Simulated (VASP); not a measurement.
# Pd (Pm-3m) in VASP: notebook, part 2 of 2

VASP 6.6.1. Earlier steps stand in the parts before.

**4. Single point, PBE, collinear spin (19.31 Å³/atom)**

This run uses another cell than the first one, of 19.31 Å³/atom.

Input file INCAR:

```
PREC = Accurate ; ENCUT = 500
EDIFF = 1E-6 ; ISMEAR = -1
SIGMA = 0.05 ; LREAL = False
LASPH = True ; NELM = 200
ALGO = Normal ; ISIF = 2
LWAVE = False ; LCHARG = False
ISPIN = 2 ; MAGMOM = 0.5
LORBIT = 11 ; LMAXMIX = 4
GGA = PE ; NBANDS = 15
GGA_COMPAT = False
```

Input file KPOINTS:

```
Automatic mesh
0
Gamma
  14 14 14
```

Input file POSCAR:

```
Pd
1.0
    2.6828600454      0.0000000000      0.0000000000
    0.0000000000      2.6828600454      0.0000000000
    0.0000000000      0.0000000000      2.6828600454
Pd
1
Direct
    0.0000000000      0.0000000000      0.0000000000
```

Potentials or basis: VASP PAW PBE potentials, release 64 (Pd).

The run is started by

```console
> cat potpaw_PBE.64/Pd/POTCAR > POTCAR
> mpirun -np 1 vasp_std > vasp.out
```

OUTCAR:

```text
PREC = Accurate
   ENCUT = 500
   EDIFF = 1E-6
   ISMEAR = -1
   LREAL = False
   LASPH = True
   NELM = 200
   ISIF = 2
   ISPIN = 2
   LORBIT = 11
   GGA = PE

 ion  position               nearest neighbor table
   1  0.000  0.000  0.000-

  LATTYP: Found a simple cubic cell.
 ALAT       =     2.6828600454

  Lattice vectors:

 A1 = (   2.6828600454,   0.0000000000,   0.0000000000)
 A2 = (   0.0000000000,   2.6828600454,   0.0000000000)
[... 1075 lines left out ...]
  --------------------------------------------------------------------------------------
  -------------------------------------------------------------------------------------
  Total       -0.9212807     -0.9212807     -0.9212807      0.0000000     -0.0000000      0.0000000
  in kB      -76.4378578    -76.4378578    -76.4378578      0.0000000     -0.0000000      0.0000000
  external PRESSURE =     -76.4378578 kB  Pullay stress =       0.0000000 kB

 VOLUME and BASIS-vectors are now :
 -----------------------------------------------------------------------------
  energy-cutoff  :      500.00
  volume of cell :       19.31
      direct lattice vectors                 reciprocal lattice vectors
     2.682860045  0.000000000  0.000000000     0.372736551  0.000000000  0.000000000
     0.000000000  2.682860045  0.000000000     0.000000000  0.372736551  0.000000000
     0.000000000  0.000000000  2.682860045     0.000000000  0.000000000  0.372736551

 POSITION                                       TOTAL-FORCE (eV/Angst)
 -----------------------------------------------------------------------------------
      0.00000      0.00000      0.00000         0.000000      0.000000      0.000000
 -----------------------------------------------------------------------------------
    total drift:                                0.000000      0.000000      0.000000

  FREE ENERGIE OF THE ION-ELECTRON SYSTEM (eV)
  ---------------------------------------------------
  free  energy   TOTEN  =        -4.6749001068 eV

  energy  without entropy=       -4.6585217521  energy(sigma->0) =       -4.66671093

 total charge

# of ion       s       p       d       tot
------------------------------------------
    1        0.447   0.277   8.501   9.225

 magnetization (x)

# of ion       s       p       d       tot
------------------------------------------
    1        0.000   0.000   0.000   0.000
```

Run time: 18 s. Hardware: 1 thread of Intel Xeon 6975P-C (Granite Rapids), shared host; peak memory 0.16 GiB.

Results:

```yaml
Free_energy: -4.6749 eV
Pressure: -7.6 GPa
Band_gap_on_the_k_mesh: zero (filled and empty bands overlap)
Net_moment: 0.00 μB per cell
Valence_electrons_inside_the_program's_atomic_spheres: Pd 9.22
```

Levels at points of the mesh, in eV from the Fermi level:
Spin up:
```csv
k point,band 2,band 3,band 4,band 5,band 6,band 7,band 8,band 9
"(0.00, 0.00, 0.00)",-3.96,-3.96,-0.01,-0.01,-0.01,15.86,15.86,15.86
"(0.50, 0.00, 0.00)",-3.46,-1.34,-1.34,0.11,0.68,4.40,18.05,20.51
"(0.50, 0.50, 0.00)",-3.00,-1.09,-1.09,0.97,5.42,5.42,10.49,11.81
"(0.50, 0.50, 0.50)",-3.35,-3.35,1.05,1.05,10.56,10.56,10.56,11.14
```
Spin down:
```
           k point  band 1  band 2  band 3  band 4  band 5  band 6  band 7  band 8  band 9  band 10
(0.00, 0.00, 0.00)   -5.40   -3.96   -3.96   -0.01   -0.01   -0.01   15.86   15.86   15.86    21.72
(0.50, 0.00, 0.00)   -3.55   -3.46   -1.34   -1.34    0.11    0.68    4.40   18.05   20.51    21.45
(0.50, 0.50, 0.00)   -4.09   -3.00   -1.09   -1.09    0.97    5.42    5.42   10.49   11.81    22.81
(0.50, 0.50, 0.50)   -3.35   -3.35   -3.35    1.05    1.05   10.56   10.56   10.56   11.14    16.81
```

Caveat: the cell stands under tension.

**5. Single point, PBE, collinear spin (20.03 Å³/atom)**

This run uses another cell than the first one, of 20.03 Å³/atom.

Input file INCAR:

```
SYSTEM = Pd
PREC = Accurate
ENCUT = 500
EDIFF = 1E-6
ISMEAR = -1
SIGMA = 0.05
LREAL = .False.
LASPH = .True.
NELM = 200
ALGO = Normal
ISIF = 2
LWAVE = .False.
LCHARG = .False.
ISPIN = 2
MAGMOM = 0.5
LORBIT = 11
LMAXMIX = 4
GGA = PE
NBANDS = 15
GGA_COMPAT = .False.
```

Input file KPOINTS:

```
regular mesh
0
Gamma
  14 14 14
  0 0 0
```

Input file POSCAR:

```
Pd
1.0
    2.7155810756      0.0000000000      0.0000000000
    0.0000000000      2.7155810756      0.0000000000
    0.0000000000      0.0000000000      2.7155810756
Pd
1
Direct
    0.0000000000      0.0000000000      0.0000000000
```

Potentials or basis: VASP PAW PBE potentials, release 64 (Pd).

The run is started by

```console
> cat potpaw_PBE.64/Pd/POTCAR > POTCAR
> mpirun -np 1 vasp_std > vasp.out
```

OUTCAR:

```text
SYSTEM = Pd
   PREC = Accurate
   ENCUT = 500
   EDIFF = 1E-6
   ISMEAR = -1
   LREAL = .False.
   LASPH = .True.
   NELM = 200
   ISIF = 2
   ISPIN = 2
   LORBIT = 11
   GGA = PE

 ion  position               nearest neighbor table
   1  0.000  0.000  0.000-

  LATTYP: Found a simple cubic cell.
 ALAT       =     2.7155810756

  Lattice vectors:

 A1 = (   2.7155810756,   0.0000000000,   0.0000000000)
 A2 = (   0.0000000000,   2.7155810756,   0.0000000000)
[... 1071 lines left out ...]
  --------------------------------------------------------------------------------------
  -------------------------------------------------------------------------------------
  Total       -1.2628257     -1.2628257     -1.2628257     -0.0000000     -0.0000000      0.0000000
  in kB     -101.0335655   -101.0335655   -101.0335655     -0.0000000     -0.0000000      0.0000000
  external PRESSURE =    -101.0335655 kB  Pullay stress =       0.0000000 kB

 VOLUME and BASIS-vectors are now :
 -----------------------------------------------------------------------------
  energy-cutoff  :      500.00
  volume of cell :       20.03
      direct lattice vectors                 reciprocal lattice vectors
     2.715581076  0.000000000  0.000000000     0.368245312  0.000000000  0.000000000
     0.000000000  2.715581076  0.000000000     0.000000000  0.368245312  0.000000000
     0.000000000  0.000000000  2.715581076     0.000000000  0.000000000  0.368245312

 POSITION                                       TOTAL-FORCE (eV/Angst)
 -----------------------------------------------------------------------------------
      0.00000      0.00000      0.00000         0.000000      0.000000      0.000000
 -----------------------------------------------------------------------------------
    total drift:                               -0.000000      0.000000      0.000000

  FREE ENERGIE OF THE ION-ELECTRON SYSTEM (eV)
  ---------------------------------------------------
  free  energy   TOTEN  =        -4.6351715964 eV

  energy  without entropy=       -4.6184362265  energy(sigma->0) =       -4.62680391

 total charge

# of ion       s       p       d       tot
------------------------------------------
    1        0.431   0.255   8.494   9.180

 magnetization (x)

# of ion       s       p       d       tot
------------------------------------------
    1        0.000   0.000   0.000   0.000
```

stdout:

```text
POSCAR found type information on POSCAR Pd
 POSCAR found :  1 types and       1 ions
 scaLAPACK will be used
 LDA part: xc-table for (Slater+PW92), standard interpolation
 POSCAR, INCAR and KPOINTS ok, starting setup
 FFT: planning ... GRIDC
 FFT: planning ... GRID_SOFT
 FFT: planning ... GRID
 WAVECAR not read
 entering main loop
```

Run time: 18 s. Hardware: 1 thread of Intel Xeon 6975P-C (Granite Rapids), shared host; peak memory 0.16 GiB.

What came out:

```yaml
Free_energy: -4.6352 eV
Pressure: -10.1 GPa
Band_gap_on_the_k_mesh: zero (filled and empty bands overlap)
Net_moment: 0.00 μB per cell
Valence_electrons_inside_the_program's_atomic_spheres: Pd 9.18
```

Levels at points of the mesh, in eV from the Fermi level:
Spin up:
```csv
k point,band 1,band 2,band 3,band 4,band 5,band 6,band 7,band 8,band 9,band 10
"(0.00, 0.00, 0.00)",-5.18,-3.75,-3.75,-0.02,-0.02,-0.02,15.59,15.59,15.59,21.27
"(0.50, 0.00, 0.00)",-3.36,-3.30,-1.26,-1.26,0.10,0.78,4.22,17.93,20.23,21.02
"(0.50, 0.50, 0.00)",-3.85,-2.85,-1.03,-1.03,0.90,5.37,5.37,10.08,11.60,22.53
"(0.50, 0.50, 0.50)",-3.15,-3.15,-3.15,0.98,0.98,10.32,10.32,10.32,11.15,16.46
```
Spin down:
| k point | band 2 | band 3 | band 4 | band 5 | band 6 | band 7 | band 8 | band 9 |
| --- | --- | --- | --- | --- | --- | --- | --- | --- |
| (0.00, 0.00, 0.00) | -3.75 | -3.75 | -0.02 | -0.02 | -0.02 | 15.59 | 15.59 | 15.59 |
| (0.50, 0.00, 0.00) | -3.30 | -1.26 | -1.26 | 0.10 | 0.78 | 4.22 | 17.93 | 20.23 |
| (0.50, 0.50, 0.00) | -2.85 | -1.03 | -1.03 | 0.91 | 5.37 | 5.37 | 10.08 | 11.60 |
| (0.50, 0.50, 0.50) | -3.15 | -3.15 | 0.98 | 0.98 | 10.32 | 10.32 | 10.32 | 11.15 |

Caveat: the cell stands under tension.

**6. Single point, PBE, non-collinear spin, typed start, spin-orbit coupling**

Input file INCAR:

```
ALGO     = Normal         # electronic algorithm
EDIFF    = 1E-6           # SCF threshold, eV
ENCUT    = 500            # plane-wave cutoff, eV
GGA      = PE             # functional
GGA_COMPAT= False        
ISIF     = 2              # what is computed and relaxed
ISMEAR   = -1             # smearing method
LASPH    = True           # aspherical terms in the spheres
LCHARG   = False          # write CHGCAR
LMAXMIX  = 4              # l up to which the mixer works
LORBIT   = 11             # projections on sites
LORBMOM  = True         
LREAL    = False          # projectors in reciprocal space
LSORBIT  = True           # spin-orbit coupling
LWAVE    = False          # write WAVECAR
MAGMOM   = 0 0 0.5        # initial moments
NBANDS   = 21             # bands
NELM     = 200            # most SCF steps
PREC     = Accurate       # precision mode
SIGMA    = 0.05           # smearing width, eV
```

Input file KPOINTS:

```
k-points
0
Gamma
  12 12 12
```

Input file POSCAR:

```
Pd
1.0
    2.6149101206      0.0000000000      0.0000000000
    0.0000000000      2.6149101206      0.0000000000
    0.0000000000      0.0000000000      2.6149101206
Pd
1
Direct
    0.0000000000      0.0000000000      0.0000000000
```

Potentials or basis: VASP PAW PBE potentials, release 64 (Pd).

The run is started by

```console
> cat potpaw_PBE.64/Pd/POTCAR > POTCAR
> mpirun -np 1 vasp_ncl > vasp.out
```

OUTCAR:

```text
EDIFF = 1E-6
   ENCUT = 500
   GGA = PE
   ISIF = 2
   ISMEAR = -1
   LASPH = True
   LORBIT = 11
   LREAL = False
   LSORBIT = True
   NELM = 200
   PREC = Accurate

 ion  position               nearest neighbor table
   1  0.000  0.000  0.000-

  LATTYP: Found a simple cubic cell.
 ALAT       =     2.6149101206

  Lattice vectors:

 A1 = (   2.6149101206,   0.0000000000,   0.0000000000)
 A2 = (   0.0000000000,   2.6149101206,   0.0000000000)
 A3 = (   0.0000000000,   0.0000000000,   2.6149101206)

Analysis of symmetry for initial positions (statically):
=====================================================================
 Subroutine PRICEL returns:
 Original cell was already a primitive cell.

 Routine SETGRP: Setting up the symmetry group for a
 simple cubic supercell.

 Subroutine GETGRP returns: Found 48 space group operations
 (whereof 48 operations were pure point group operations)
 out of a pool of 48 trial point group operations.

The static configuration has the point symmetry O_h .

Analysis of symmetry for dynamics (positions and initial velocities):
=====================================================================
 Subroutine PRICEL returns:
 Original cell was already a primitive cell.

 Routine SETGRP: Setting up the symmetry group for a
 simple cubic supercell.

 Subroutine GETGRP returns: Found 48 space group operations
 (whereof 48 operations were pure point group operations)
 out of a pool of 48 trial point group operations.

The dynamic configuration has the point symmetry O_h .

Analysis of structural, dynamic, and magnetic symmetry:
=====================================================================
 Subroutine PRICEL returns:
 Original cell was already a primitive cell.

 Routine SETGRP: Setting up the symmetry group for a
 simple cubic supercell.

 Subroutine GETGRP returns: Found  8 space group operations
 (whereof  8 operations were pure point group operations)
 out of a pool of 48 trial point group operations.

The overall configuration has the point symmetry C_4h.

 Subroutine INISYM returns: Found  8 space group operations
 (whereof  8 operations are pure point group operations),
 and found     1 'primitive' translations

----------------------------------------------------------------------------------------

                                     Primitive cell

  volume of cell :      17.8801

  direct lattice vectors                    reciprocal lattice vectors
     2.614910121  0.000000000  0.000000000     0.382422322  0.000000000  0.000000000
     0.000000000  2.614910121  0.000000000     0.000000000  0.382422322  0.000000000
     0.000000000  0.000000000  2.614910121     0.000000000  0.000000000  0.382422322

  length of vectors
     2.614910121  2.614910121  2.614910121     0.382422322  0.382422322  0.382422322

  position of ions in fractional coordinates (direct lattice)
     0.000000000  0.000000000  0.000000000

  ion indices of the primitive-cell ions
   primitive index   ion index
                 1           1

----------------------------------------------------------------------------------------

 KPOINTS: k-points

Automatic generation of k-mesh.
[... 95 lines left out ...]
   LEPSILON=     F    determine dielectric tensor
   LRPA    =     F    only Hartree local field effects (RPA)
  energy-cutoff  :      500.00
  volume of cell :       17.88
 maximum number of plane-waves:       936
 NGX is ok and might be reduce to    20
   NGX =  9   NGY =  9   NGZ =  9

 number of electron      10.0000000 magnetization       0.0000000      0.0000000      0.5000000

 number of electron      10.0000007 magnetization       0.0000000     -0.0000000      0.0698848

 number of electron      10.0000007 magnetization      -0.0000000     -0.0000000     -0.0019129

 number of electron      10.0000007 magnetization      -0.0000000      0.0000000     -0.0007829

 Free energy of the ion-electron system (eV)
  ---------------------------------------------------
  ext. energy  EPLUGINS =         0.00000000
  ---------------------------------------------------
  free energy    TOTEN  =        -4.76060591 eV

  energy without entropy =       -4.74751210  energy(sigma->0) =       -4.75405901

 E-fermi :   7.1354     XC(G=0): -11.8877

 val. band max:        7.1277330560   @ k =   0.2500   0.0833   0.0000
 cond. band min:       7.1394406372   @ k =   0.4167   0.3333   0.3333
 fundamental gap:      0.0117075812
 Fermi energy:         7.1353968591

 k-point     1 :       0.0000    0.0000    0.0000
  band No.  band energies     occupation
      1       1.2286      1.00000
      2       1.2287      1.00000
      3       2.6786      1.00000
      4       2.6786      1.00000
      5       2.6792      1.00000
      6       2.6792      1.00000
[... 565 lines left out ...]
     20      27.6538      0.00000
     21      30.1689      0.00000

 [... further k-points ...]

------------------------ aborting loop because EDIFF is reached ----------------------------------------

  FORCE on cell =-STRESS in cart. coord.  units (eV):
  Direction    XX          YY          ZZ          XY          YZ          ZX
  --------------------------------------------------------------------------------------
  -------------------------------------------------------------------------------------
  Total       -0.0266795     -0.0266795     -0.0265086     -0.0000000      0.0000000     -0.0000000
  in kB       -2.3906634     -2.3906634     -2.3753456     -0.0000016      0.0000000     -0.0000000
  external PRESSURE =      -2.3855575 kB  Pullay stress =       0.0000000 kB

 VOLUME and BASIS-vectors are now :
 -----------------------------------------------------------------------------
  energy-cutoff  :      500.00
  volume of cell :       17.88
      direct lattice vectors                 reciprocal lattice vectors
     2.614910121  0.000000000  0.000000000     0.382422322  0.000000000  0.000000000
     0.000000000  2.614910121  0.000000000     0.000000000  0.382422322  0.000000000
     0.000000000  0.000000000  2.614910121     0.000000000  0.000000000  0.382422322

 POSITION                                       TOTAL-FORCE (eV/Angst)
 -----------------------------------------------------------------------------------
      0.00000      0.00000      0.00000         0.000000      0.000000      0.000000
 -----------------------------------------------------------------------------------
    total drift:                               -0.000000      0.000000      0.000000

  FREE ENERGIE OF THE ION-ELECTRON SYSTEM (eV)
  ---------------------------------------------------
  free  energy   TOTEN  =        -4.7606059147 eV

  energy  without entropy=       -4.7475121032  energy(sigma->0) =       -4.75405901

 orbital moment (x)

 # of ion     p       d       tot
 ----------------------------------------
  1         0.000   0.000   0.000
 ----------------------------------------
            0.000   0.000   0.000

 orbital moment (y)

 # of ion     p       d       tot
 ----------------------------------------
  1         0.000  -0.000  -0.000
 ----------------------------------------
            0.000  -0.000  -0.000

 orbital moment (z)

 # of ion     p       d       tot
 ----------------------------------------
  1        -0.000  -0.000  -0.000
 ----------------------------------------
           -0.000  -0.000  -0.000

 Spin-Orbit-Coupling matrix elements

 Ion:    1  E_soc:     -0.0798297
 l=   1
     0.0000000    -0.0020243    -0.0020243
    -0.0020243     0.0000000    -0.0020243
    -0.0020243    -0.0020243     0.0000000
 l=   2
     0.0000000    -0.0034318     0.0000000    -0.0034318    -0.0078487
    -0.0034318     0.0000000    -0.0058866    -0.0034319    -0.0019622
     0.0000000    -0.0058866     0.0000000    -0.0058866     0.0000000
    -0.0034318    -0.0034319    -0.0058866     0.0000000    -0.0019622
    -0.0078487    -0.0019622     0.0000000    -0.0019622     0.0000000
 l=   3
     0.0000000     0.0000000     0.0000000     0.0000000     0.0000000     0.0000000     0.0000000
     0.0000000     0.0000000     0.0000000     0.0000000     0.0000000     0.0000000     0.0000000
     0.0000000     0.0000000     0.0000000     0.0000000     0.0000000     0.0000000     0.0000000
     0.0000000     0.0000000     0.0000000     0.0000000     0.0000000     0.0000000     0.0000000
     0.0000000     0.0000000     0.0000000     0.0000000     0.0000000     0.0000000     0.0000000
     0.0000000     0.0000000     0.0000000     0.0000000     0.0000000     0.0000000     0.0000000
     0.0000000     0.0000000     0.0000000     0.0000000     0.0000000     0.0000000     0.0000000

 total charge

# of ion       s       p       d       tot
------------------------------------------
    1        0.484   0.332   8.521   9.337

 magnetization (x)

# of ion       s       p       d       tot
------------------------------------------
    1        0.000  -0.000   0.000   0.000

 magnetization (y)

# of ion       s       p       d       tot
------------------------------------------
    1       -0.000   0.000   0.000   0.000

 magnetization (z)

# of ion       s       p       d       tot
------------------------------------------
    1       -0.000  -0.000  -0.001  -0.001
```

It took 62 s on 1 thread of Intel Xeon 6975P-C (Granite Rapids), shared host; peak memory 0.25 GiB.

Results:

```
Free energy                                           : -4.7606 eV
Pressure                                              : -0.2 GPa
Net moment                                            : 0.00 μB per cell
Valence electrons inside the program's atomic spheres : Pd 9.34
```

Moments on the atoms (μB; x, y, z):
```
Pd  0.00 0.00 0.00
```

**7. Summary**

```csv
spin,cell,k mesh,gap on the mesh (eV),pressure (GPa),moment (μB)
collinear,"a = 2.615 Å, 1 atom",14 × 14 × 14,none,-0.3,0.00
collinear,"a = 2.649 Å, 1 atom",14 × 14 × 14,none,-4.5,0.00
collinear,"a = 2.683 Å, 1 atom",14 × 14 × 14,none,-7.6,0.00
collinear,"a = 2.716 Å, 1 atom",14 × 14 × 14,none,-10.1,0.00
"non-collinear, typed start, SOC","a = 2.615 Å, 1 atom",12 × 12 × 12,-,-0.2,0.00
```

Alike in all rows: task single point; level PBE; potentials or basis VASP PAW PBE potentials, release 64 (Pd); cutoff (eV) 500; smearing fermi-dirac 0.05 eV.

Caveats: the cell stands under tension (at least some runs).

Absolute energies hang on the potentials; compare differences alone.
